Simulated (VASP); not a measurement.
Write the native input for VASP 6.6.1 that does the following.

```yaml
Task: single point
Functional: PBEsol
Potentials_or_basis: VASP PAW PBE potentials, release 64 (Sc_sv)
Cutoff: 520 eV
k_mesh: 11 × 11 × 1
Occupations: gaussian, width 0.1 eV
Spin: no spin polarisation
Dipole_correction: yes
Further_INCAR_settings: ALGO = Fast; EDIFF = 1e-07; NBANDS = 36
```

The structure of Sc lies in POSCAR:

```
Sc
1.0
    3.2186815821      0.0000000000      0.0000000000
    0.0000000000      3.2186815821      0.0000000000
    0.0000000000      0.0000000000     24.1038062929
Sc
5
Direct
    0.5000000000      0.5000000000      0.3182244692
    0.0000000000      0.0000000000      0.4054894762
    0.5000000000      0.5000000000      0.4999999981
    0.0000000000      0.0000000000      0.5945105213
    0.5000000000      0.5000000000      0.6817755352
```

The input as run:

INCAR

```
SYSTEM = Sc
ALGO     = Fast           ! electronic algorithm
DIPOL    = 0.5 0.5 0.500
EDIFF    = 1E-7           ! SCF threshold, eV
ENCUT    = 520            ! plane-wave cutoff, eV
GGA      = PS             ! functional
IDIPOL   = 3            
ISIF     = 2              ! what is computed and relaxed
ISMEAR   = 0              ! smearing method
LASPH    = .TRUE.         ! aspherical terms in the spheres
LCHARG   = .FALSE.        ! write CHGCAR
LDIPOL   = .TRUE.       
LREAL    = .FALSE.        ! projectors in reciprocal space
LWAVE    = .FALSE.        ! write WAVECAR
NBANDS   = 36             ! bands
NELM     = 100            ! most SCF steps
PREC     = Accurate       ! precision mode
SIGMA    = 0.1            ! smearing width, eV
```

KPOINTS

```
k-points
0
G
  11 11 1
  0 0 0
```

Potentials or basis: VASP PAW PBE potentials, release 64 (Sc_sv).

The run is started by

```sh
$ cat potpaw_PBE.64/Sc_sv/POTCAR > POTCAR
$ mpirun -np 1 vasp_std > vasp.out
```

It gave:

```json
{
  "Largest force": "0.008 eV/Å",
  "Band gap on the k mesh": "zero (an odd number of electrons rules out a gap without spin polarisation)"
}
```

Caveat: the PAW data sets were made with another functional, which shifts forces and pressure a little.

Wall time 7.8 min on 1 thread of Oxide Virtual Turin-like Processor, on a shared host, peak memory 0.35 GiB.
